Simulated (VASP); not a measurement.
Write the native input for VASP 6.6.1 that does the following.

| Property | Result |
| --- | --- |
| Task | single point |
| Functional | PBE |
| Potentials or basis | VASP PAW PBE potentials, release 64 (B, N) |
| Cutoff | 520 eV |
| k mesh | 12 × 12 × 4 |
| Occupations | gaussian, width 0.05 eV |
| Spin | no spin polarisation |
| Dipole correction | no |
| Further INCAR settings | ALGO = Normal; EDIFF = 1e-07; NBANDS = 16 |

The structure of BN lies in POSCAR:

```
BN
1.0
    2.6041513725      0.0000000000      0.0000000000
   -1.3020756863      2.0817796097      0.0000000000
    0.0000000000      0.0000000000      6.6612000000
B N
2 2
Direct
    0.3333333333      0.6666666667      0.2500000000
    0.6666666667      0.3333333333      0.7500000000
    0.3333333333      0.6666666667      0.7500000000
    0.6666666667      0.3333333333      0.2500000000
```

This cell differs from its parent crystal: strain +0.0400 x Voigt [1, -1, 0, 0, 0, 0].

These files were run (other wordings do the same):

INCAR

```
PREC = Accurate ; ENCUT = 520
EDIFF = 1E-7 ; ISMEAR = 0
SIGMA = 0.05 ; LREAL = F
LASPH = T ; NELM = 80
ALGO = Normal ; ISIF = 2
LWAVE = F ; LCHARG = F
GGA = PE ; NBANDS = 16
```

KPOINTS

```
regular mesh
0
Gamma
  12 12 4
```

Potentials or basis: VASP PAW PBE potentials, release 64 (B, N).

Run with:

```sh
$ cat potpaw_PBE.64/B/POTCAR potpaw_PBE.64/N/POTCAR > POTCAR
$ mpirun -np 1 vasp_std > vasp.out
```

Results of the run:

```json
{
 "Pressure": "5.4 GPa",
 "Largest force": "1.246 eV/Å",
 "Band gap on the k mesh": "4.03 eV, indirect (least direct gap 4.68 eV)"
}
```

Caveat: the cell differs from its parent crystal (strain +0.0400 x Voigt [1, -1, 0, 0, 0, 0]); this functional lacks dispersion, which binds the layers, so the pressure and a relaxed spacing across them are unreliable; forces of over 1 eV/Å act on the atoms, so gaps and moduli don't describe the material at rest.

It took 2.4 min on 1 thread of AMD EPYC 7R13 Processor (Zen 3), with other jobs on the host, peak memory 0.15 GiB.
